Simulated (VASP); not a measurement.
# CaO (Fm-3m) in VASP: a series of runs

CaO is run at these levels: r2SCAN; tasks: single point.

Everything below comes from runs of VASP 6.6.1. Logs are shortened: lines on timing, memory, paths and dates and some standing lists are left out, and cuts for length are marked.

**1. The cell of the first run**

The structure is cubic, space group Fm-3m (No. 225). Conventional cell: a = 4.730 Å, b = 4.730 Å, c = 4.730 Å, α = 90.00°, β = 90.00°, γ = 90.00°. Within 3.1 Å of Ca (site symmetry m-3m) lie 6 O at 2.37 Å. Within 3.1 Å of O (site symmetry m-3m) lie 6 Ca at 2.37 Å.

**2. Single point, r2SCAN (13.23 Å³/atom)**

POSCAR reads:

```
CaO
1.0
    0.0000000000      2.3650220457      2.3650220457
    2.3650220457      0.0000000000      2.3650220457
    2.3650220457      2.3650220457      0.0000000000
Ca O
1 1
Direct
    0.5000000000      0.5000000000      0.5000000000
    0.0000000000      0.0000000000      0.0000000000
```

INCAR.step1 reads:

```
PREC = Accurate ; ENCUT = 1480
ISMEAR = 0 ; SIGMA = 0.05
LREAL = F ; LASPH = T
NELM = 120 ; NBANDS = 15
GGA = PE ; ALGO = Normal
EDIFF = 1E-5 ; LWAVE = T
LCHARG = F ; GGA_COMPAT = F
```

INCAR.step2 reads:

```
PREC = Accurate ; ENCUT = 1480
EDIFF = 1E-6 ; ISMEAR = 0
SIGMA = 0.05 ; LREAL = F
LASPH = T ; NELM = 120
ALGO = Normal ; ISIF = 2
LWAVE = F ; LCHARG = F
METAGGA = R2SCAN ; LMIXTAU = T
NBANDS = 15 ; ISTART = 1
GGA_COMPAT = F
```

KPOINTS reads:

```
Automatic mesh
0
Gamma
  8 8 8
```

Potentials or basis: VASP PAW PBE potentials, release 64 (Ca_sv, O_h).

The run is started by

```console
$ cat potpaw_PBE.64/Ca_sv/POTCAR potpaw_PBE.64/O_h/POTCAR > POTCAR
$ cp INCAR.step1 INCAR
$ mpirun -np 1 vasp_std > vasp.out
$ cp INCAR.step2 INCAR
$ mpirun -np 1 vasp_std > vasp.out
```

OUTCAR:

```text
PREC = Accurate
   ENCUT = 1480
   EDIFF = 1E-6
   ISMEAR = 0
   LREAL = F
   LASPH = T
   NELM = 120
   ISIF = 2
   METAGGA = R2SCAN
   ISTART = 1

 ion  position               nearest neighbor table
   1  0.500  0.500  0.500-
   2  0.000  0.000  0.000-

  LATTYP: Found a face centered cubic cell.
 ALAT       =     4.7300440914

  Lattice vectors:

 A1 = (   0.0000000000,   2.3650220457,   2.3650220457)
 A2 = (   2.3650220457,   0.0000000000,   2.3650220457)
 A3 = (   2.3650220457,   2.3650220457,   0.0000000000)

Analysis of symmetry for initial positions (statically):
=====================================================================
 Subroutine PRICEL returns:
 Original cell was already a primitive cell.

 Routine SETGRP: Setting up the symmetry group for a
 face centered cubic supercell.

 Subroutine GETGRP returns: Found 48 space group operations
 (whereof 48 operations were pure point group operations)
 out of a pool of 48 trial point group operations.

The static configuration has the point symmetry O_h .

Analysis of symmetry for dynamics (positions and initial velocities):
=====================================================================
 Subroutine PRICEL returns:
 Original cell was already a primitive cell.

 Routine SETGRP: Setting up the symmetry group for a
 face centered cubic supercell.

 Subroutine GETGRP returns: Found 48 space group operations
 (whereof 48 operations were pure point group operations)
 out of a pool of 48 trial point group operations.

The dynamic configuration has the point symmetry O_h .

 Subroutine INISYM returns: Found 48 space group operations
 (whereof 48 operations are pure point group operations),
 and found     1 'primitive' translations

----------------------------------------------------------------------------------------

                                     Primitive cell

  volume of cell :      26.4567

  direct lattice vectors                    reciprocal lattice vectors
     0.000000000  2.365022046  2.365022046    -0.211414520  0.211414520  0.211414520
     2.365022046  0.000000000  2.365022046     0.211414520 -0.211414520  0.211414520
     2.365022046  2.365022046  0.000000000     0.211414520  0.211414520 -0.211414520

  length of vectors
     3.344646252  3.344646252  3.344646252     0.366180690  0.366180690  0.366180690

  position of ions in fractional coordinates (direct lattice)
     0.500000000  0.500000000  0.500000000
     0.000000000  0.000000000  0.000000000

  ion indices of the primitive-cell ions
   primitive index   ion index
                 1           1
[... 80 lines left out ...]
   ISYM   =      2    0-nonsym 1-usesym 2-fastsym
   POTIM  = 0.5000    time-step for ionic-motion
   TEBEG  =    0.0;   TEEND  =   0.0 temperature during run
   PSTRESS=    0.0 pullay stress
   NELECT =      16.0000    total number of electrons
   NUPDOWN=      -1.0000    fix difference up-down
   EMIN   =  10.00;   EMAX   =-10.00  energy-range for DOS
   EFERMI =   0.00;   METHOD = LEGACY
   ISMEAR =     0;   SIGMA  =   0.05  broadening in eV -4-tet -1-fermi 0-gaus
   EFERMI_NEDOS =   21; number of points for ismear=-14 and -15
   IALGO  =     38    algorithm
   IMIX   =      4    mixing-type and parameters
     AMIX     =   0.40;   BMIX     =  1.00
     AMIX_MAG =   1.60;   BMIX_MAG =  1.00
  volume/ion in A,a.u.               =      13.23        89.27
  Fermi-wavevector in a.u.,A,eV,Ry     =   1.384426  2.616185 26.077393  1.916634
  Thomas-Fermi vector in A             =   2.508931
   LORBIT       =      0    0 simple, 1 ext, 2 COOP (PROOUT), +10 PAW based schemes
   METAGGA = R2SCAN    functional components
   LHFCALC =     F    Hartree Fock is set to
   AEXX    =    0.0000 exact exchange contribution
   IVDW    =     0    specifies the selected vdW correction
   LEPSILON=     F    determine dielectric tensor
   LRPA    =     F    only Hartree local field effects (RPA)
 non-spin polarized calculation
 Gauss-broadening in eV      SIGMA  =   0.05
  energy-cutoff  :     1480.00
  volume of cell :       26.46
 maximum number of plane-waves:      3479
 NGX is ok and might be reduce to    42
   NGX = 21   NGY = 21   NGZ = 21

 number of electron      16.0000001 magnetization

 Free energy of the ion-electron system (eV)
  ---------------------------------------------------
  ext. energy  EPLUGINS =         0.00000000
  ---------------------------------------------------
  free energy    TOTEN  =       -19.44084517 eV

  energy without entropy =      -19.44084517  energy(sigma->0) =      -19.44084517

 E-fermi :   2.8786     XC(G=0): -11.3334

 val. band max:        2.5789714390   @ k =   0.0000   0.0000   0.0000
 cond. band min:       6.7553145429   @ k =   0.5000   0.5000   0.0000
 fundamental gap:      4.1763431039
 Fermi energy:         2.8786102101

 k-point     1 :       0.0000    0.0000    0.0000
  band No.  band energies     occupation
      1     -36.2757      2.00000
      2     -16.1300      2.00000
      3     -16.1300      2.00000
      4     -16.1300      2.00000
      5     -13.9868      2.00000
      6       2.5790      2.00000
      7       2.5790      2.00000
      8       2.5790      2.00000
      9       8.4252      0.00000
     10       9.5549      0.00000
     11       9.5549      0.00000
     12       9.5549      0.00000
     13      11.2368      0.00000
     14      11.2368      0.00000
[... 401 lines left out ...]
      2     -17.2944      2.00000
      3     -16.4062      2.00000
      4     -16.2749      2.00000
      5     -12.8380      2.00000
      6       0.4806      2.00000
      7       1.4155      2.00000
      8       1.4574      2.00000
      9      10.1559      0.00000
     10      10.2489      0.00000
     11      12.3228      0.00000
     12      12.6326      0.00000
     13      13.9538      0.00000
     14      15.8047      0.00000
     15      18.1166      0.00000

 [... further k-points ...]
[... 5 lines left out ...]
  --------------------------------------------------------------------------------------
  -------------------------------------------------------------------------------------
  Total        1.0543759      1.0543759      1.0543759     -0.0000000      0.0000000      0.0000000
  in kB       63.8514088     63.8514088     63.8514088     -0.0000000      0.0000000      0.0000000
  external PRESSURE =      63.8514088 kB  Pullay stress =       0.0000000 kB

 VOLUME and BASIS-vectors are now :
 -----------------------------------------------------------------------------
  energy-cutoff  :     1480.00
  volume of cell :       26.46
      direct lattice vectors                 reciprocal lattice vectors
     0.000000000  2.365022046  2.365022046    -0.211414520  0.211414520  0.211414520
     2.365022046  0.000000000  2.365022046     0.211414520 -0.211414520  0.211414520
     2.365022046  2.365022046  0.000000000     0.211414520  0.211414520 -0.211414520

 POSITION                                       TOTAL-FORCE (eV/Angst)
 -----------------------------------------------------------------------------------
      2.36502      2.36502      2.36502         0.000000     -0.000000     -0.000000
      0.00000      0.00000      0.00000        -0.000000      0.000000      0.000000
 -----------------------------------------------------------------------------------
    total drift:                               -0.000000     -0.000000     -0.000000

  FREE ENERGIE OF THE ION-ELECTRON SYSTEM (eV)
  ---------------------------------------------------
  free  energy   TOTEN  =       -19.4408451740 eV

  energy  without entropy=      -19.4408451740  energy(sigma->0) =      -19.44084517
```

OUTCAR.step1:

```text
PREC = Accurate
   ENCUT = 1480
   ISMEAR = 0
   LREAL = F
   LASPH = T
[... 653 lines left out ...]
 -----------------------------------------------------------------------------------
      2.36502      2.36502      2.36502         0.000000      0.000000     -0.000000
      0.00000      0.00000      0.00000        -0.000000     -0.000000      0.000000
 -----------------------------------------------------------------------------------
    total drift:                               -0.000000     -0.000000     -0.000000

  FREE ENERGIE OF THE ION-ELECTRON SYSTEM (eV)
  ---------------------------------------------------
  free  energy   TOTEN  =       -12.7653240605 eV

  energy  without entropy=      -12.7653240605  energy(sigma->0) =      -12.76532406
```

Run time: 3.7 min. Hardware: 1 thread of AMD EPYC 7R43 (Zen 3), shared host; peak memory 0.28 GiB.

Results:

| Quantity | Value |
| --- | --- |
| Free energy | -19.4408 eV |
| Pressure | 6.4 GPa |
| Band gap on the k mesh | 4.18 eV (least direct gap 4.54 eV) |

Caveat: the cell stands under pressure; the PAW data sets were made with another functional, which shifts forces and pressure a little. A k mesh can miss the band edges.

**3. Single point, r2SCAN (14.06 Å³/atom)**

This run uses another cell than the first one, of 14.06 Å³/atom.

POSCAR reads:

```
CaO
1.0
    0.0000000000      2.4133010747      2.4133010747
    2.4133010747      0.0000000000      2.4133010747
    2.4133010747      2.4133010747      0.0000000000
Ca O
1 1
Direct
    0.5000000000      0.5000000000      0.5000000000
    0.0000000000      0.0000000000      0.0000000000
```

INCAR.step1 reads:

```
SYSTEM = CaO
  PREC = Accurate
  ENCUT = 1480
  ISMEAR = 0
  SIGMA = 0.05
  LREAL = .False.
  LASPH = .True.
  NELM = 120
  NBANDS = 15
  GGA = PE
  ALGO = Normal
  EDIFF = 1E-5
  LWAVE = .True.
  LCHARG = .False.
  GGA_COMPAT = .False.
```

INCAR.step2 reads:

```
SYSTEM = CaO
  PREC = Accurate
  ENCUT = 1480
  EDIFF = 1E-6
  ISMEAR = 0
  SIGMA = 0.05
  LREAL = .False.
  LASPH = .True.
  NELM = 120
  ALGO = Normal
  ISIF = 2
  LWAVE = .False.
  LCHARG = .False.
  METAGGA = R2SCAN
  LMIXTAU = .True.
  NBANDS = 15
  ISTART = 1
  GGA_COMPAT = .False.
```

KPOINTS reads:

```
Automatic mesh
0
Gamma
  8 8 8
  0 0 0
```

Potentials or basis: VASP PAW PBE potentials, release 64 (Ca_sv, O_h).

The run is started by

```console
$ cat potpaw_PBE.64/Ca_sv/POTCAR potpaw_PBE.64/O_h/POTCAR > POTCAR
$ cp INCAR.step1 INCAR
$ mpirun -np 1 vasp_std > vasp.out
$ cp INCAR.step2 INCAR
$ mpirun -np 1 vasp_std > vasp.out
```

Run time: 2.6 min. Hardware: 1 thread of AMD EPYC 9R45 (Zen 5), shared host; peak memory 0.38 GiB.

Results (log left out):

```yaml
Free_energy: -19.4669 eV
Pressure: -1.3 GPa
Band_gap_on_the_k_mesh: 4.20 eV (least direct gap 4.57 eV)
```

Levels at points of the mesh, in eV from the valence-band top:
| k point | band 6 | band 7 | band 8 | band 9 | band 10 | band 11 |
| --- | --- | --- | --- | --- | --- | --- |
| (0.00, 0.00, 0.00) | 0.00 | 0.00 | 0.00 | 5.32 | 6.83 | 6.83 |
| (0.50, 0.00, 0.00) | -2.57 | -1.17 | -1.17 | 7.64 | 8.98 | 8.98 |
| (0.50, 0.50, 0.00) | -1.30 | -0.38 | -0.38 | 4.20 | 8.67 | 9.56 |

Caveat: the PAW data sets were made with another functional, which shifts forces and pressure a little. A k mesh can miss the band edges.
